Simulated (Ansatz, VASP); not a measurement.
**TePt in VASP and in Ansatz**

The input INCAR:

```
SYSTEM = TePt
PREC = Accurate
ENCUT = 600
EDIFF = 1E-7
ISMEAR = 0
SIGMA = 0.1
LREAL = .False.
LASPH = .True.
NELM = 60
ALGO = Normal
ISIF = 3
LWAVE = .False.
LCHARG = .False.
IBRION = 2
NSW = 70
EDIFFG = -0.005
```

KPOINTS

```
regular mesh
0
Gamma
  12 12 12
  0 0 0
```

The input POSCAR:

```
TePt
1.0
    1.9858203281      1.1465139010      6.5480037383
   -1.9858203281      1.1465139010      6.5480037383
    0.0000000000     -2.2930278019      6.5480037383
Te Pt
2 2
Direct
    0.6005213526      0.6005213526      0.6005213526
    0.3994786474      0.3994786474      0.3994786474
    0.8707139631      0.8707139631      0.8707139631
    0.1292860369      0.1292860369      0.1292860369
```

Input for Ansatz:

```yaml
crystal:
  lattice:
    - [1.9858203281, 1.146513901, 6.5480037383]
    - [-1.9858203281, 1.146513901, 6.5480037383]
    - [0.0, -2.2930278019, 6.5480037383]
  atoms:
    - { symbol: Te, position: [0.6005213526, 0.6005213526, 0.6005213526] }
    - { symbol: Te, position: [0.3994786474, 0.3994786474, 0.3994786474] }
    - { symbol: Pt, position: [0.8707139631, 0.8707139631, 0.8707139631] }
    - { symbol: Pt, position: [0.1292860369, 0.1292860369, 0.1292860369] }
basis:
  ecutwfc: 420
kpoints:
  mp_grid: { grid: [12, 12, 12] }
hamiltonian:
  xc: lda
scf:
  occupations: { method: gaussian, width: 0.1 }
output:
  forces: true
  stress: true
  eigenvalues: true
relax:
  adjacent_minimum: "off"
  f_tol: 0.005
  max_steps: 50
  cell: { stress_tol: 0.05 }
```

Alike in both runs: task relaxation of cell and atoms; functional LDA; k mesh 12 × 12 × 12; occupations gaussian, width 0.1 eV; no spin polarisation.

|  | VASP | Ansatz |
| --- | --- | --- |
| version | VASP 6.6.1 | Ansatz 0.2.0 |
| potentials or method | VASP PAW LDA potentials, release 64 (Te, Pt), cutoff 600 eV | scalar-relativistic, plane waves, PAW |
| valence electrons in the cell | 32 | 68 |

```tsv
	VASP	Ansatz	Ansatz less VASP
gap on the k mesh at the Fermi level, each at its own relaxed structure (eV)	none	none	-
relaxed volume (Å³/atom)	22.02	22.00	-0.015
relaxed cell length with the largest relative difference (Å)	6.942	6.944	+0.0022
```

LDA's correlation is that of Perdew and Zunger in VASP and of Perdew and Wang (1992) in Ansatz. A gap of «none» marks a metal or a gap that the smearing closes. VASP's potentials hold 32 valence electrons a cell and Ansatz's 68, so a difference there can come from the potentials and not from the codes.

Spin-orbit coupling is off throughout.
